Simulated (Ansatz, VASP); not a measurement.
## One calculation of In, two programs

Contents of INCAR:

```
PREC = Accurate
ENCUT = 520
EDIFF = 1E-6
ISMEAR = 0
SIGMA = 0.15
LREAL = False
LASPH = True
NELM = 60
ALGO = Fast
ISIF = 2
LWAVE = False
LCHARG = False
GGA = PE
NBANDS = 12
```

The input KPOINTS:

```
regular mesh
0
Gamma
  20 20 20
```

Contents of POSCAR:

```
In
1.0
   -1.6911960000      1.6911960000      2.5729080000
    1.6911960000     -1.6911960000      2.5729080000
    1.6911960000      1.6911960000     -2.5729080000
In
1
Direct
    0.0000000000      0.0000000000      0.0000000000
```

Input for Ansatz:

```yaml
crystal:
  lattice:
    - [-1.691196, 1.691196, 2.572908]
    - [1.691196, -1.691196, 2.572908]
    - [1.691196, 1.691196, -2.572908]
  atoms:
    - { symbol: In, position: [0.0, 0.0, 0.0] }
basis:
  ecutwfc: 420
kpoints:
  mp_grid: { grid: [20, 20, 20] }
hamiltonian:
  xc: pbe
scf:
  occupations: { method: gaussian, width: 0.15 }
output:
  forces: true
  stress: true
  eigenvalues: true
```

Change from the starting cell: strain +0.040 along x and y, +0.040 along z, atoms carried along.

Alike in both runs: task single point; functional PBE; k mesh 20 × 20 × 20; occupations gaussian, width 0.15 eV; no spin polarisation.

|  | VASP | Ansatz |
| --- | --- | --- |
| version | VASP 6.6.1 | Ansatz 0.2.0 |
| potentials or method | VASP PAW PBE potentials, release 64 (In_d), cutoff 520 eV | scalar-relativistic, plane waves, PAW |
| valence electrons in the cell | 13 | 13 |

VASP gave:

* gap on the k mesh at the Fermi level (eV): none
* pressure (GPa): -2.1
* traceless stress, the component that is largest in VASP (GPa): -0.13

What did Ansatz give for the same quantities?

gap on the k mesh at the Fermi level (eV): none; pressure (GPa): -2.0; traceless stress, the component that is largest in VASP (GPa): -0.13.

A gap of «none» marks a metal or a gap that the smearing closes. With one functional, cell and mesh, what is left measures potentials, basis and numerics.
